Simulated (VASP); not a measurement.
Runs of VASP 6.6.1 on Ge2Sb2Te5. The structure is that of space group P-3m1 (No. 164), or close to it. The cells are those of the table. 

```tsv
cell	gap on the mesh (eV)	pressure (GPa)	largest force (eV/Å)
a = 4.364, b = 4.363, c = 18.991 Å, angles 90.0, 90.0, 120.0°, 9 atoms	0.16	-3.5	0.57
a = 4.264, b = 4.264, c = 17.182 Å, angles 90.0, 90.0, 120.0°, 9 atoms	0.09	(a)	0.44
a = 4.562, b = 4.563, c = 18.087 Å, angles 90.0, 90.0, 120.0°, 9 atoms	0.17	-4.7	0.53
a = 4.364, b = 4.363, c = 18.388 Å, angles 90.0, 90.0, 120.0°, 9 atoms	(b)	-2.5	0.32
a = 4.264, b = 4.264, c = 17.785 Å, angles 90.0, 90.0, 120.0°, 9 atoms	0.19	0.8	0.16
```

Alike in all rows: task single point; level PBE; potentials or basis VASP PAW PBE potentials, release 64 (Ge_d, Sb, Te); no spin polarisation; k mesh 9 × 9 × 2; cutoff (eV) 520; smearing gaussian 0.03 eV.

Question: Fill in the values left out.

Answer: (a) 2.5; (b) 0.18.

Caveats: spin-orbit coupling is left out, which moves the levels of the heavy elements; an odd mesh through Γ misses points on the zone boundary, where band edges can lie; this functional lacks dispersion, which binds the layers, so the pressure and a relaxed spacing across them are unreliable; the cell stands under tension (at least some runs).

A k mesh can miss the band edges, and the runs leave out spin-orbit coupling on Ge, Sb, Te.
